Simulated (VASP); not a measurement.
Here is a VASP 6.6.1 calculation.

The input INCAR:

```
PREC = Accurate ; ENCUT = 520
EDIFF = 1E-6 ; ISMEAR = 0
SIGMA = 0.01 ; LREAL = False
LASPH = True ; NELM = 80
ALGO = Normal ; ISIF = 2
LWAVE = False ; LCHARG = False
GGA = PS ; NBANDS = 28
```

KPOINTS

```
Automatic mesh
0
Gamma
  6 6 6
```

POSCAR

```
BaTiO3
1.0
    2.7891542689      1.6103189646      2.2870600072
   -2.7891542689      1.6103189646      2.2870600072
    0.0000000000     -3.2206379292      2.2870600072
Ba Ti O
1 1 3
Direct
    0.0000000000      0.0000000000      0.0000000000
    0.4845000000      0.4845000000      0.4845000000
    0.5086000000      0.5086000000      0.0175000000
    0.0175000000      0.5086000000      0.5086000000
    0.5086000000      0.0175000000      0.5086000000
```

Potentials or basis: VASP PAW PBE potentials, release 64 (Ba_sv, Ti_sv, O).

Command:

```console
$ cat potpaw_PBE.64/Ba_sv/POTCAR potpaw_PBE.64/Ti_sv/POTCAR potpaw_PBE.64/O/POTCAR > POTCAR
$ mpirun -np 1 vasp_std > vasp.out
```

Q: Predict the band gap on the k mesh.

A: 2.43 eV, indirect (least direct gap 2.80 eV).

Q: Estimate the largest force.

A: 0.592 eV/Å.

Q: Estimate the pressure.

A: 8.5 GPa.

Stress tensor (GPa, compression positive):
```
8.70 0.00 0.00
0.00 8.70 0.00
0.00 0.00 8.00
```

Caveat: the PAW data sets were made with another functional, which shifts forces and pressure a little; spin-orbit coupling is left out, which moves the levels of the heavy elements. A hybrid or GW would open this gap; PBEsol tends to underestimate it.
